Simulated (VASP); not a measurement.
# TaN (zincblende type) (F-43m) in VASP: notebook

Runs on TaN (zincblende type). Level: PBE. Tasks: single point, relaxation of cell and atoms.

All numbers are computed with VASP 6.6.1; they aren't measurements. Logs are shortened: lines on timing, memory, paths and dates and some standing lists are left out, and cuts for length are marked.

## (1) The cell of the first run

The structure is cubic, space group F-43m (No. 216). Conventional cell: a = 4.298 Å, b = 4.298 Å, c = 4.298 Å, α = 90.00°, β = 90.00°, γ = 90.00°. Within 2.5 Å of Ta (site symmetry -43m) lie 4 N at 1.86 Å. N (site symmetry -43m) has 4 Ta at 1.86 Å within 2.5 Å.

## (2) Single point, PBE

Input file INCAR:

```
  PREC = Accurate
  ENCUT = 520
  EDIFF = 1E-6
  ISMEAR = -1
  SIGMA = 0.05
  LREAL = False
  LASPH = True
  NELM = 80
  ALGO = Normal
  ISIF = 2
  LWAVE = False
  LCHARG = False
  GGA = PE
  NBANDS = 15
```

Input file KPOINTS:

```
Automatic mesh
0
Gamma
  16 16 16
```

Input file POSCAR:

```
TaN
1.0
    0.0000000000      2.1491735988      2.1491735988
    2.1491735988      0.0000000000      2.1491735988
    2.1491735988      2.1491735988      0.0000000000
Ta N
1 1
Direct
    0.0000000000      0.0000000000      0.0000000000
    0.2500000000      0.2500000000      0.2500000000
```

Potentials or basis: VASP PAW PBE potentials, release 64 (Ta_pv, N).

Run with:

```bash
$ cat potpaw_PBE.64/Ta_pv/POTCAR potpaw_PBE.64/N/POTCAR > POTCAR
$ mpirun -np 1 vasp_std > vasp.out
```

OUTCAR:

```text
PREC = Accurate
   ENCUT = 520
   EDIFF = 1E-6
   ISMEAR = -1
   LREAL = False
   LASPH = True
   NELM = 80
   ISIF = 2
   GGA = PE

 ion  position               nearest neighbor table
   1  0.000  0.000  0.000-   2 1.86   2 1.86   2 1.86   2 1.86
   2  0.250  0.250  0.250-   1 1.86   1 1.86   1 1.86   1 1.86

  LATTYP: Found a face centered cubic cell.
 ALAT       =     4.2983471976

  Lattice vectors:

 A1 = (   0.0000000000,   2.1491735988,   2.1491735988)
 A2 = (   2.1491735988,   0.0000000000,   2.1491735988)
 A3 = (   2.1491735988,   2.1491735988,   0.0000000000)

Analysis of symmetry for initial positions (statically):
=====================================================================
 Subroutine PRICEL returns:
 Original cell was already a primitive cell.

 Routine SETGRP: Setting up the symmetry group for a
 face centered cubic supercell.

 Subroutine GETGRP returns: Found 24 space group operations
 (whereof 24 operations were pure point group operations)
 out of a pool of 48 trial point group operations.

The static configuration has the point symmetry T_d .

Analysis of symmetry for dynamics (positions and initial velocities):
=====================================================================
 Subroutine PRICEL returns:
 Original cell was already a primitive cell.

 Routine SETGRP: Setting up the symmetry group for a
 face centered cubic supercell.

 Subroutine GETGRP returns: Found 24 space group operations
 (whereof 24 operations were pure point group operations)
 out of a pool of 48 trial point group operations.

The dynamic configuration has the point symmetry T_d .

 Subroutine INISYM returns: Found 24 space group operations
 (whereof 24 operations are pure point group operations),
 and found     1 'primitive' translations

----------------------------------------------------------------------------------------

                                     Primitive cell

  volume of cell :      19.8538

  direct lattice vectors                    reciprocal lattice vectors
     0.000000000  2.149173599  2.149173599    -0.232647563  0.232647563  0.232647563
     2.149173599  0.000000000  2.149173599     0.232647563 -0.232647563  0.232647563
     2.149173599  2.149173599  0.000000000     0.232647563  0.232647563 -0.232647563

  length of vectors
     3.039390451  3.039390451  3.039390451     0.402957399  0.402957399  0.402957399

  position of ions in fractional coordinates (direct lattice)
     0.000000000  0.000000000  0.000000000
     0.250000000  0.250000000  0.250000000

  ion indices of the primitive-cell ions
   primitive index   ion index
                 1           1
                 2           2

----------------------------------------------------------------------------------------

 KPOINTS: Automatic mesh

Automatic generation of k-mesh.
 Grid dimensions read from file:
 generate k-points for:   16   16   16

 Generating k-lattice:

  Cartesian coordinates                     Fractional coordinates (reciprocal lattice)
    -0.014540473  0.014540473  0.014540473     0.062500000  0.000000000  0.000000000
     0.014540473 -0.014540473  0.014540473     0.000000000  0.062500000  0.000000000
     0.014540473  0.014540473 -0.014540473     0.000000000  0.000000000  0.062500000

  Length of vectors
     0.025184837  0.025184837  0.025184837

  Shift w.r.t. Gamma in fractional coordinates (k-lattice)
     0.000000000  0.000000000  0.000000000

 Subroutine IBZKPT returns following result:
 ===========================================

 Found    145 irreducible k-points:

 Following reciprocal coordinates:
            Coordinates               Weight
  0.000000  0.000000  0.000000      1.000000
  0.062500  0.000000  0.000000      8.000000
  0.125000  0.000000  0.000000      8.000000
  0.187500  0.000000  0.000000      8.000000
  0.250000  0.000000  0.000000      8.000000
  0.312500  0.000000  0.000000      8.000000
[... 16 lines left out ...]
 -0.125000  0.062500  0.000000     24.000000
 -0.062500  0.062500  0.000000     12.000000
 [... further k-points ...]
   k-points           NKPTS =    145   k-points in BZ     NKDIM =    145   number of bands    NBANDS=     15
   number of dos      NEDOS =    301   number of ions     NIONS =      2
   total plane-waves  NPLWV =  13824
   dimension x,y,z NGX =    24 NGY =   24 NGZ =   24
   dimension x,y,z NGXF=    48 NGYF=   48 NGZF=   48
   ions per type =               1   1
   NGX,Y,Z   is equivalent  to a cutoff of  13.13, 13.13, 13.13 a.u.
   NGXF,Y,Z  is equivalent  to a cutoff of  26.25, 26.25, 26.25 a.u.
 SYSTEM =  unknown system
   PREC   = accura    normal or accurate (medium, high low for compatibility)
   ISTART =      0    job   : 0-new  1-cont  2-samecut
   ICHARG =      2    charge: 1-file 2-atom 10-const
   ISPIN  =      1    spin polarized calculation?
   LNONCOLLINEAR =      F non collinear calculations
   LSORBIT =      F    spin-orbit coupling
   LASPH  =      T    aspherical Exc in radial PAW
   ENCUT  =  520.0 eV  38.22 Ry    6.18 a.u.   5.65  5.65  5.65*2*pi/ulx,y,z
   NELM   =     80;   NELMIN=  2; NELMDL= -5     # of ELM steps
   EDIFF  = 0.1E-05   stopping-criterion for ELM
   LREAL  =      F    real-space projection
   EDIFFG = 0.1E-04   stopping-criterion for IOM
   NSW    =      0    number of steps for IOM
   IBRION =     -1    ionic relax: 0-MD 1-quasi-New 2-CG
   NFREE  =      0    steps in history (QN), initial steepest desc. (CG)
   ISIF   =      2    stress and relaxation
   ISYM   =      2    0-nonsym 1-usesym 2-fastsym
   POTIM  = 0.5000    time-step for ionic-motion
   TEBEG  =    0.0;   TEEND  =   0.0 temperature during run
   PSTRESS=    0.0 pullay stress
   NELECT =      16.0000    total number of electrons
   NUPDOWN=      -1.0000    fix difference up-down
   EMIN   =  10.00;   EMAX   =-10.00  energy-range for DOS
   EFERMI =   0.00;   METHOD = LEGACY
   ISMEAR =    -1;   SIGMA  =   0.05  broadening in eV -4-tet -1-fermi 0-gaus
   EFERMI_NEDOS =   21; number of points for ismear=-14 and -15
   IALGO  =     38    algorithm
   IMIX   =      4    mixing-type and parameters
     AMIX     =   0.40;   BMIX     =  1.00
     AMIX_MAG =   1.60;   BMIX_MAG =  1.00
  volume/ion in A,a.u.               =       9.93        66.99
  Fermi-wavevector in a.u.,A,eV,Ry     =   1.523468  2.878937 31.578505  2.320955
  Thomas-Fermi vector in A             =   2.631907
   LORBIT       =      0    0 simple, 1 ext, 2 COOP (PROOUT), +10 PAW based schemes
   GGA     = PE    functional components
   LHFCALC =     F    Hartree Fock is set to
   AEXX    =    0.0000 exact exchange contribution
   IVDW    =     0    specifies the selected vdW correction
   LEPSILON=     F    determine dielectric tensor
   LRPA    =     F    only Hartree local field effects (RPA)
 non-spin polarized calculation
  energy-cutoff  :      520.00
  volume of cell :       19.85
 maximum number of plane-waves:       544
   NGX = 11   NGY = 11   NGZ = 11

 number of electron      15.9999997 magnetization

 Free energy of the ion-electron system (eV)
  ---------------------------------------------------
  ext. energy  EPLUGINS =         0.00000000
  ---------------------------------------------------
  free energy    TOTEN  =       -19.06457994 eV

  energy without entropy =      -19.05732453  energy(sigma->0) =      -19.06095223

 E-fermi :  10.1093     XC(G=0): -13.5551

 val. band max:       10.0895568789   @ k =  -0.2500   0.3125   0.1250
 cond. band min:      10.1300658499   @ k =  -0.3125   0.2500   0.0625
 fundamental gap:      0.0405089709
 Fermi energy:        10.1092728758

 k-point     1 :       0.0000    0.0000    0.0000
  band No.  band energies     occupation
      1     -25.0251      2.00000
      2     -25.0251      2.00000
      3     -25.0251      2.00000
      4      -9.5930      2.00000
      5       0.9040      2.00000
      6       0.9040      2.00000
      7       0.9040      2.00000
      8       9.3533      2.00000
      9      10.7417      0.00001
     10      10.7417      0.00001
     11      17.5019      0.00000
     12      17.5019      0.00000
     13      17.5019      0.00000
     14      23.4713      0.00000
     15      26.3047      0.00000

 k-point     2 :       0.0625    0.0000    0.0000
  band No.  band energies     occupation
      1     -25.0851      2.00000
      2     -25.0324      2.00000
      3     -25.0324      2.00000
      4      -9.4921      2.00000
      5       0.8385      2.00000
      6       0.9558      2.00000
      7       0.9558      2.00000
      8       9.5942      1.99993
      9      10.6356      0.00005
     10      10.6356      0.00005
     11      17.3544      0.00000
     12      17.7036      0.00000
     13      17.7036      0.00000
     14      23.4704      0.00000
     15      25.4269      0.00000

 k-point     3 :       0.1250    0.0000    0.0000
  band No.  band energies     occupation
      1     -25.2519      2.00000
      2     -25.0528      2.00000
      3     -25.0528      2.00000
      4      -9.2148      2.00000
      5       0.7025      2.00000
      6       1.0994      2.00000
      7       1.0994      2.00000
      8      10.2257      0.17743
      9      10.4003      0.00592
     10      10.4003      0.00592
     11      17.0196      0.00000
     12      18.1729      0.00000
     13      18.1729      0.00000
     14      23.4550      0.00000
     15      23.8382      0.00000

 k-point     4 :       0.1875    0.0000    0.0000
  band No.  band energies     occupation
      1     -25.4920      2.00000
      2     -25.0833      2.00000
      3     -25.0833      2.00000
      4      -8.8303      2.00000
      5       0.6263      2.00000
      6       1.3008      2.00000
      7       1.3008      2.00000
      8      10.2031      0.26553
      9      10.2031      0.26553
     10      11.0008      0.00000
     11      16.7373      0.00000
     12      18.5787      0.00000
     13      18.5787      0.00000
     14      21.9470      0.00000
     15      23.4786      0.00000
[... 307 lines left out ...]
 k-point    22 :      -0.1875    0.0625    0.0000
  band No.  band energies     occupation
      1     -25.5942      2.00000
      2     -25.1448      2.00000
      3     -25.0817      2.00000
      4      -8.6259      2.00000
      5       0.5672      2.00000
      6       1.3599      2.00000
      7       1.5173      2.00000
      8       9.7032      1.99941
      9      10.5332      0.00042
     10      11.3923      0.00000
     11      16.7923      0.00000
     12      18.2592      0.00000
     13      19.0079      0.00000
     14      21.3787      0.00000
     15      23.4770      0.00000

 k-point    23 :      -0.1250    0.0625    0.0000
  band No.  band energies     occupation
      1     -25.3512      2.00000
      2     -25.1029      2.00000
      3     -25.0529      2.00000
      4      -9.0178      2.00000
      5       0.5872      2.00000
      6       1.1569      2.00000
      7       1.3016      2.00000
      8       9.9273      1.94877
      9      10.5069      0.00070
     10      10.7485      0.00001
     11      17.0296      0.00000
     12      18.0024      0.00000
     13      18.6888      0.00000
     14      23.1227      0.00000
     15      23.4943      0.00000

 k-point    24 :      -0.0625    0.0625    0.0000
  band No.  band energies     occupation
      1     -25.1697      2.00000
      2     -25.0633      2.00000
      3     -25.0355      2.00000
      4      -9.3321      2.00000
      5       0.7197      2.00000
      6       1.0104      2.00000
      7       1.0989      2.00000
      8       9.9602      1.90351
      9      10.2876      0.05495
     10      10.6919      0.00002
     11      17.3148      0.00000
     12      17.6703      0.00000
     13      18.1494      0.00000
     14      23.4678      0.00000
     15      24.6581      0.00000

 [... further k-points ...]
[... 5 lines left out ...]
  --------------------------------------------------------------------------------------
  -------------------------------------------------------------------------------------
  Total       17.7191261     17.7191261     17.7191261      0.0000000      0.0000000      0.0000000
  in kB     1429.9089878   1429.9089878   1429.9089878      0.0000000      0.0000000      0.0000000
  external PRESSURE =    1429.9089878 kB  Pullay stress =       0.0000000 kB

 VOLUME and BASIS-vectors are now :
 -----------------------------------------------------------------------------
  energy-cutoff  :      520.00
  volume of cell :       19.85
      direct lattice vectors                 reciprocal lattice vectors
     0.000000000  2.149173599  2.149173599    -0.232647563  0.232647563  0.232647563
     2.149173599  0.000000000  2.149173599     0.232647563 -0.232647563  0.232647563
     2.149173599  2.149173599  0.000000000     0.232647563  0.232647563 -0.232647563

 POSITION                                       TOTAL-FORCE (eV/Angst)
 -----------------------------------------------------------------------------------
      0.00000      0.00000      0.00000        -0.000000     -0.000000     -0.000000
      1.07459      1.07459      1.07459         0.000000      0.000000      0.000000
 -----------------------------------------------------------------------------------
    total drift:                               -0.000000     -0.000000     -0.000000

  FREE ENERGIE OF THE ION-ELECTRON SYSTEM (eV)
  ---------------------------------------------------
  free  energy   TOTEN  =       -19.0645799392 eV

  energy  without entropy=      -19.0573245269  energy(sigma->0) =      -19.06095223
```

It took 12 s on 1 thread of Intel Xeon 6975P-C (Granite Rapids), shared host; peak memory 0.17 GiB.

What came out:

```
Free energy            : -19.0646 eV
Pressure               : 143.0 GPa
Band gap on the k mesh : zero (band 8 reaches 10.93 eV, above the bottom of band 9 at 9.86 eV)
```

Caveat: spin-orbit coupling is left out, which moves the levels of the heavy elements.

## (3) Single point, PBE

This run uses another cell than the first one, of 9.90 Å³/atom, 0.997 times its volume.

Input file INCAR:

```
SYSTEM = TaN
PREC = Accurate
ENCUT = 520
EDIFF = 1E-7
ISMEAR = -1
SIGMA = 0.05
LREAL = .FALSE.
LASPH = .TRUE.
NELM = 60
ALGO = Normal
ISIF = 2
LWAVE = .FALSE.
LCHARG = .TRUE.
GGA = PE
LELF = .TRUE.
LVHAR = .TRUE.
NBANDS = 15
```

Input file KPOINTS:

```
Automatic mesh
0
G
  16 16 16
  0 0 0
```

Input file POSCAR:

```
TaN
1.0
    0.0000000000      2.1469630902      2.1469630902
    2.1469630902      0.0000000000      2.1469630902
    2.1469630902      2.1469630902      0.0000000000
Ta N
1 1
Direct
    0.0000000000      0.0000000000      0.0000000000
    0.2500000000      0.2500000000      0.2500000000
```

Potentials or basis: VASP PAW PBE potentials, release 64 (Ta_pv, N).

Run with:

```bash
$ cat potpaw_PBE.64/Ta_pv/POTCAR potpaw_PBE.64/N/POTCAR > POTCAR
$ mpirun -np 1 vasp_std > vasp.out
```

It took 14 s on 1 thread of Intel Xeon 6975P-C (Granite Rapids), shared host; peak memory 0.17 GiB.

It converged, with:

| Item | Value |
| --- | --- |
| Free energy | -19.0094 eV |
| Pressure | 145.4 GPa |
| Band gap on the k mesh | zero (band 8 reaches 10.97 eV, above the bottom of band 9 at 9.89 eV) |

Levels at points of the mesh, in eV from the Fermi level:
```tsv
k point	band 4	band 5	band 6	band 7	band 8	band 9	band 10	band 11	band 12	band 13
(0.00, 0.00, 0.00)	-19.72	-9.23	-9.23	-9.23	-0.75	0.63	0.63	7.41	7.41	7.41
(0.50, 0.00, 0.00)	-17.82	-8.24	-8.24	-7.86	0.61	1.69	1.69	4.57	5.63	5.63
(0.50, 0.50, 0.00)	-17.09	-10.96	-5.51	-5.51	-2.91	1.68	3.44	4.53	4.53	13.30
```

Caveat: spin-orbit coupling is left out, which moves the levels of the heavy elements.

(Part 1 of 2 ends here.)
